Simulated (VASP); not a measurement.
Set up this calculation in VASP 6.6.1, as the native input.

```yaml
Task: relaxation of cell and atoms
Functional: revPBE
Dispersion: D3(BJ)
Potentials_or_basis: VASP PAW PBE potentials, release 64 (Pb_d, O)
Cutoff: 600 eV
k_mesh: 9 × 9 × 9
Occupations: fermi-dirac, width 0.05 eV
Spin: no spin polarisation
Dipole_correction: no
Further_INCAR_settings: ALGO = Normal; EDIFF = 1e-06; IBRION = 2; EDIFFG = -0.01; NSW = 60; ISIF = 3
```

The structure of PbO2 lies in POSCAR:

```
PbO2
1.0
    0.0000000000      2.7019920000      2.7019920000
    2.7019920000      0.0000000000      2.7019920000
    2.7019920000      2.7019920000      0.0000000000
Pb O
1 2
Direct
    0.0000000000      0.0000000000      0.0000000000
    0.7500000000      0.7500000000      0.7500000000
    0.2500000000      0.2500000000      0.2500000000
```

The input as run:

INCAR

```
SYSTEM = PbO2
ALGO = Normal
EDIFF = 1E-6
EDIFFG = -0.01
ENCUT = 600
GGA = RE
IBRION = 2
ISIF = 3
ISMEAR = -1
IVDW = 12
LASPH = .TRUE.
LCHARG = .FALSE.
LREAL = .FALSE.
LWAVE = .FALSE.
NELM = 80
NSW = 60
PREC = Accurate
SIGMA = 0.05
```

KPOINTS

```
k-points
0
G
  9 9 9
  0 0 0
```

Potentials or basis: VASP PAW PBE potentials, release 64 (Pb_d, O).

The run is started by

```console
$ cat potpaw_PBE.64/Pb_d/POTCAR potpaw_PBE.64/O/POTCAR > POTCAR
$ mpirun -np 1 vasp_std > vasp.out
```

Results of the run:

```json
{
 "Relaxed volume": "12.94 Å³/atom",
 "Relaxed cell": "a = 3.800 Å, b = 3.800 Å, c = 3.800 Å, α = 60.00°, β = 60.00°, γ = 60.00°",
 "Space group after relaxing (to 0.1 Å)": "Fm-3m (No. 225)",
 "Energy gained by relaxing": "1.5 meV/atom",
 "Ionic steps": "3",
 "Pressure after relaxing": "0.0 GPa",
 "Band gap on the k mesh": "zero (bands 13 and 14 overlap by 1.18 eV)",
 "Dispersion energy per atom": "-0.437 eV"
}
```

Caveat: the PAW data sets were made with another functional, which shifts forces and pressure a little; spin-orbit coupling is left out, which moves the levels of the heavy elements.

Wall time 62 s on 1 thread of Intel(R) Xeon(R) Platinum 8488C (Sapphire Rapids) (shared host), peak memory 0.2 GiB.
